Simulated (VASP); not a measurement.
**YLuN2: single point with r2SCAN**

The system is YLuN2.

```
Y N Lu
1.0
     3.47590    0.00000    0.00000
     0.00000    3.47590    0.00000
     0.00000    0.00000    4.91335
Y N Lu
1 2 1
Direct
  0.00000 0.00000 0.00000
  0.00000 0.00000 0.50000
  0.50000 0.50000 0.00000
  0.50000 0.50000 0.50000
```

This cell differs from its parent crystal: volume changed by +6%.

- Program: VASP 6.6.1
- Task: single point
- Functional: r2SCAN
- Potentials or basis: VASP PAW PBE potentials, release 64 (Y_sv, N, Lu)
- Cutoff: 520 eV
- k mesh: 6 × 6 × 4
- Occupations: fermi-dirac, width 0.02 eV
- Spin: no spin polarisation

* Pressure: -8.7 GPa
* Band gap on the k mesh: 0.59 eV, direct

Levels at points of the mesh, in eV from the valence-band top:
| k point | band 20 | band 21 | band 22 | band 23 | band 24 | band 25 | band 26 | band 27 |
| --- | --- | --- | --- | --- | --- | --- | --- | --- |
| (0.00, 0.00, 0.00) | -0.57 | 0.00 | 0.00 | 0.00 | 0.59 | 3.55 | 3.55 | 3.56 |
| (0.50, 0.00, 0.00) | -2.13 | -2.08 | -1.77 | -1.55 | 4.86 | 4.89 | 5.61 | 5.77 |
| (0.50, 0.50, 0.00) | -0.68 | -0.54 | -0.54 | -0.46 | 0.59 | 0.59 | 7.17 | 7.19 |
| (0.00, 0.00, 0.50) | -0.62 | -0.62 | -0.57 | -0.57 | 1.73 | 1.82 | 5.23 | 5.95 |
| (0.50, 0.00, 0.50) | -2.38 | -2.36 | -2.35 | -2.32 | 6.09 | 6.15 | 6.71 | 6.80 |
| (0.50, 0.50, 0.50) | -2.09 | -2.08 | -1.65 | -1.65 | 4.43 | 4.43 | 4.47 | 4.47 |

It took 7.1 min on 1 thread of AMD EPYC 7R43 64-Core Processor (Zen 3), with other jobs on the host, peak memory 0.2 GiB.

Caveat: the PAW data sets were made with another functional, which shifts forces and pressure a little; spin-orbit coupling is left out, which moves the levels of the heavy elements. A k mesh can miss the band edges.
